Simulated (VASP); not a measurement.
# SnO2 (C222_1) in VASP: a series of runs, part 2 of 2

VASP 6.6.1. The steps go on from the part before.

## Step 3: Single point, PBE+D3(BJ)

Contents of INCAR:

```
SYSTEM = SnO2
ALGO = Normal ; EDIFF = 1E-7
ENCUT = 520 ; GGA = PE
ISIF = 2 ; ISMEAR = 0
IVDW = 12 ; LASPH = .TRUE.
LCHARG = .FALSE. ; LREAL = .FALSE.
LWAVE = .FALSE. ; NBANDS = 35
NELM = 60 ; PREC = Accurate
SIGMA = 0.05
```

Contents of KPOINTS:

```
k-points
0
G
  12 12 4
  0 0 0
```

Contents of POSCAR:

```
SnO2
1.0
    3.2915730852      0.0000000000      0.0000000000
   -1.6457865426      2.8505859103      0.0000000000
    0.0000000000      0.0000000000     10.5950939857
Sn O
2 4
Direct
   -0.1949774738      0.0000000000      0.5000000000
    0.1949774738      0.0000000000      0.0000000000
    0.4692382690      0.3333333333      0.4018520904
    0.8640950643      0.3333333333      0.0981479096
    0.1359049357      0.6666666667      0.5981479096
    0.5307617310      0.6666666667      0.9018520904
```

Potentials or basis: VASP PAW PBE potentials, release 64 (Sn_d, O).

Started as:

```console
cat potpaw_PBE.64/Sn_d/POTCAR potpaw_PBE.64/O/POTCAR > POTCAR
mpirun -np 1 vasp_std > vasp.out
```

OUTCAR:

```text
SYSTEM = SnO2
   EDIFF = 1E-7
   ENCUT = 520
   GGA = PE
   ISIF = 2
   ISMEAR = 0
   IVDW = 12
   LASPH = .TRUE.
   LREAL = .FALSE.
   NELM = 60
   PREC = Accurate
 IVDW          = 12

 ion  position               nearest neighbor table
   1  0.805  0.000  0.500-   5 2.16   3 2.16   5 2.17   3 2.17   3 2.17   5 2.17
   2  0.195  0.000  0.000-   4 2.16   6 2.16   4 2.17   6 2.17   6 2.17   4 2.17
   3  0.469  0.333  0.402-   1 2.16   1 2.17   1 2.17
   4  0.864  0.333  0.098-   2 2.16   2 2.17   2 2.17
   5  0.136  0.667  0.598-   1 2.16   1 2.17   1 2.17
   6  0.531  0.667  0.902-   2 2.16   2 2.17   2 2.17

  LATTYP: Found a hexagonal cell.
 ALAT       =     3.2915730852
 C/A-ratio  =     3.2188542413

  Lattice vectors:

 A1 = (   3.2915730852,   0.0000000000,   0.0000000000)
 A2 = (  -1.6457865426,   2.8505859103,   0.0000000000)
 A3 = (   0.0000000000,   0.0000000000,  10.5950939857)

Analysis of symmetry for initial positions (statically):
=====================================================================
 Subroutine PRICEL returns:
[... 184 lines left out ...]
 cond. band min:       3.6883588856   @ k =   0.0000   0.0000   0.0000
 fundamental gap:      1.7461174360
 Fermi energy:         2.2189169961

 k-point     1 :       0.0000    0.0000    0.0000
  band No.  band energies     occupation
      1     -18.0797      2.00000
      2     -18.0797      2.00000
      3     -17.9247      2.00000
      4     -17.9247      2.00000
      5     -17.9244      2.00000
      6     -17.9244      2.00000
[... 901 lines left out ...]
     34      13.2942      0.00000
     35      13.4568      0.00000

 [... further k-points ...]

------------------------ aborting loop because EDIFF is reached ----------------------------------------

 Edisp (eV)   -0.91342

 E8    (eV) :    -0.3572

  FORCE on cell =-STRESS in cart. coord.  units (eV):
  Direction    XX          YY          ZZ          XY          YZ          ZX
  --------------------------------------------------------------------------------------
  -------------------------------------------------------------------------------------
  Total      -5.73092    -5.89695    -3.59840     0.00000     0.00000     0.00000
  in kB     -92.36175   -95.03762   -57.99320     0.00000     0.00000     0.00000
  external pressure =      -81.80 kB  Pullay stress =        0.00 kB

 VOLUME and BASIS-vectors are now :
 -----------------------------------------------------------------------------
  energy-cutoff  :      520.00
  volume of cell :       99.41
      direct lattice vectors                 reciprocal lattice vectors
     3.291573085  0.000000000  0.000000000     0.303806106  0.175402537  0.000000000
    -1.645786543  2.850585910  0.000000000     0.000000000  0.350805074  0.000000000
     0.000000000  0.000000000 10.595093986     0.000000000  0.000000000  0.094383306

 POSITION                                       TOTAL-FORCE (eV/Angst)
 -----------------------------------------------------------------------------------
      2.64979      0.00000      5.29755        -0.082995     -0.000000      0.000000
      0.64178      0.00000      0.00000         0.082995     -0.000000      0.000000
      0.99594      0.95020      4.25766         0.026160     -0.006572      0.633136
      2.29564      0.95020      1.03989        -0.026160     -0.006572     -0.633136
     -0.64985      1.90039      6.33743         0.026160      0.006572     -0.633136
      0.64985      1.90039      9.55521        -0.026160      0.006572      0.633136
 -----------------------------------------------------------------------------------
    total drift:                               -0.000000     -0.000000     -0.000000

  FREE ENERGIE OF THE ION-ELECTRON SYSTEM (eV)
  ---------------------------------------------------
  free  energy   TOTEN  =       -37.1679675273 eV

  energy  without entropy=      -37.1679675273  energy(sigma->0) =      -37.16796753
```

OSZICAR:

```text
N       E                     dE             d eps       ncg     rms          rms(c)
DAV:   1     0.631421203804E+03    0.63142E+03   -0.24796E+04  9734   0.211E+03
DAV:   2     0.626720065813E+02   -0.56875E+03   -0.53656E+03  9993   0.578E+02
DAV:   3    -0.365947241299E+02   -0.99267E+02   -0.97383E+02 10219   0.205E+02
DAV:   4    -0.419134639251E+02   -0.53187E+01   -0.52799E+01 11097   0.530E+01
DAV:   5    -0.420499199390E+02   -0.13646E+00   -0.13626E+00 10976   0.892E+00    0.146E+01
DAV:   6    -0.362295441134E+02    0.58204E+01   -0.17778E+01 14268   0.657E+01    0.607E+00
DAV:   7    -0.362926809075E+02   -0.63137E-01   -0.21854E+00  9715   0.870E+00    0.312E+00
DAV:   8    -0.362594336461E+02    0.33247E-01   -0.21029E-01 13266   0.353E+00    0.960E-01
DAV:   9    -0.362529265015E+02    0.65071E-02   -0.30990E-02 13415   0.235E+00    0.145E-01
DAV:  10    -0.362544763239E+02   -0.15498E-02   -0.63589E-03 11638   0.808E-01    0.816E-02
DAV:  11    -0.362545492271E+02   -0.72903E-04   -0.81225E-04 14635   0.309E-01    0.348E-02
DAV:  12    -0.362545525603E+02   -0.33332E-05   -0.71439E-05 12609   0.761E-02    0.158E-02
DAV:  13    -0.362545513093E+02    0.12510E-05   -0.10627E-05 11540   0.209E-02    0.246E-03
DAV:  14    -0.362545513143E+02   -0.49786E-08   -0.70970E-07 10999   0.892E-03
   1 F= -.37167968E+02 E0= -.37167968E+02  d E =-.109460E-16
```

It took 2.4 min on 1 thread of Intel Xeon 6975P-C (Granite Rapids), shared host; peak memory 0.45 GiB.

What came out:

| Quantity | Value |
| --- | --- |
| Free energy | -37.1680 eV |
| Pressure | -8.2 GPa |
| Largest force | 0.634 eV/Å |
| Band gap on the k mesh | 1.75 eV, indirect (least direct gap 1.98 eV) |
| Dispersion energy per atom | -0.152 eV |

Forces on the atoms (eV/Å):
```
Sn  -0.083  0.000  0.000
Sn   0.083  0.000  0.000
O    0.026 -0.007  0.633
O   -0.026 -0.007 -0.633
O    0.026  0.007 -0.633
O   -0.026  0.007  0.633
```

Stress tensor (GPa, compression positive):
```
-9.24  0.00  0.00
 0.00 -9.50  0.00
 0.00  0.00 -5.80
```

Levels at points of the mesh, in eV from the valence-band top:
| k point | band 23 | band 24 | band 25 | band 26 | band 27 | band 28 | band 29 | band 30 |
| --- | --- | --- | --- | --- | --- | --- | --- | --- |
| (0.00, 0.00, 0.00) | -0.85 | -0.84 | -0.83 | -0.23 | 1.75 | 2.54 | 5.21 | 5.47 |
| (0.50, 0.00, 0.00) | -0.53 | -0.51 | -0.30 | -0.15 | 4.64 | 4.68 | 6.81 | 7.00 |
| (0.00, 0.50, 0.00) | -0.54 | -0.50 | -0.42 | -0.05 | 4.61 | 4.71 | 6.66 | 7.24 |
| (0.00, 0.00, 0.50) | -0.84 | -0.84 | -0.59 | -0.59 | 2.16 | 2.16 | 5.35 | 5.35 |
| (0.50, 0.00, 0.50) | -0.52 | -0.52 | -0.23 | -0.23 | 4.66 | 4.66 | 6.90 | 6.90 |
| (0.00, 0.50, 0.50) | -0.52 | -0.52 | -0.22 | -0.22 | 4.66 | 4.66 | 6.94 | 6.94 |

Caveat: spin-orbit coupling is left out, which moves the levels of the heavy elements. Expect the measured gap to be larger: semilocal functionals such as PBE lack the derivative discontinuity.

## Step 4: Single point, PBE+D3(BJ)

Contents of INCAR:

```
SYSTEM = SnO2
ALGO = Normal
EDIFF = 1E-7
ENCUT = 520
GGA = PE
ISIF = 2
ISMEAR = 0
IVDW = 12
LASPH = .TRUE.
LCHARG = .FALSE.
LREAL = .FALSE.
LWAVE = .FALSE.
NBANDS = 35
NELM = 100
PREC = Accurate
SIGMA = 0.05
```

KPOINTS is that of step 3.

Contents of POSCAR:

```
SnO2
1.0
    3.2915730852      0.0000000000      0.0000000000
   -1.6457865426      2.8505859103      0.0000000000
    0.0000000000      0.0000000000     10.5950939857
Sn O
2 4
Direct
   -0.1299952337      0.0000000000      0.5000000000
    0.1299952337      0.0000000000      0.0000000000
    0.5350373549      0.3333333333      0.4018520904
    0.7982959785      0.3333333333      0.0981479096
    0.2017040215      0.6666666667      0.5981479096
    0.4649626451      0.6666666667      0.9018520904
```

Started as:

```console
cat potpaw_PBE.64/Sn_d/POTCAR potpaw_PBE.64/O/POTCAR > POTCAR
mpirun -np 1 vasp_std > vasp.out
```

It took 10 min on 1 thread of AMD EPYC 7R13 (Zen 3), shared host; peak memory 0.41 GiB.

It converged, with:

```yaml
Free_energy: -37.1496 eV
Pressure: -8.1 GPa
Largest_force: 0.645 eV/Å
Band_gap_on_the_k_mesh: 1.70 eV, indirect (least direct gap 1.96 eV)
Dispersion_energy_per_atom: -0.152 eV
```

Forces on the atoms (eV/Å):
```
Sn  -0.057  0.000  0.000
Sn   0.057  0.000  0.000
O    0.004 -0.004  0.645
O   -0.004 -0.004 -0.645
O    0.004  0.004 -0.645
O   -0.004  0.004  0.645
```

Stress tensor (GPa, compression positive):
```
-9.36  0.00  0.00
 0.00 -9.53  0.00
 0.00  0.00 -5.44
```

Levels at points of the mesh, in eV from the valence-band top:
| k point | band 23 | band 24 | band 25 | band 26 | band 27 | band 28 | band 29 | band 30 |
| --- | --- | --- | --- | --- | --- | --- | --- | --- |
| (0.00, 0.00, 0.00) | -0.88 | -0.88 | -0.87 | -0.25 | 1.70 | 2.50 | 5.13 | 5.46 |
| (0.50, 0.00, 0.00) | -0.58 | -0.54 | -0.42 | -0.11 | 4.57 | 4.66 | 6.67 | 7.09 |
| (0.00, 0.50, 0.00) | -0.56 | -0.55 | -0.47 | -0.06 | 4.56 | 4.68 | 6.60 | 7.20 |
| (0.00, 0.00, 0.50) | -0.88 | -0.88 | -0.63 | -0.63 | 2.12 | 2.12 | 5.31 | 5.31 |
| (0.50, 0.00, 0.50) | -0.56 | -0.56 | -0.26 | -0.26 | 4.62 | 4.62 | 6.87 | 6.87 |
| (0.00, 0.50, 0.50) | -0.56 | -0.56 | -0.25 | -0.25 | 4.62 | 4.62 | 6.89 | 6.89 |

Caveat: spin-orbit coupling is left out, which moves the levels of the heavy elements. A k mesh can miss the band edges.
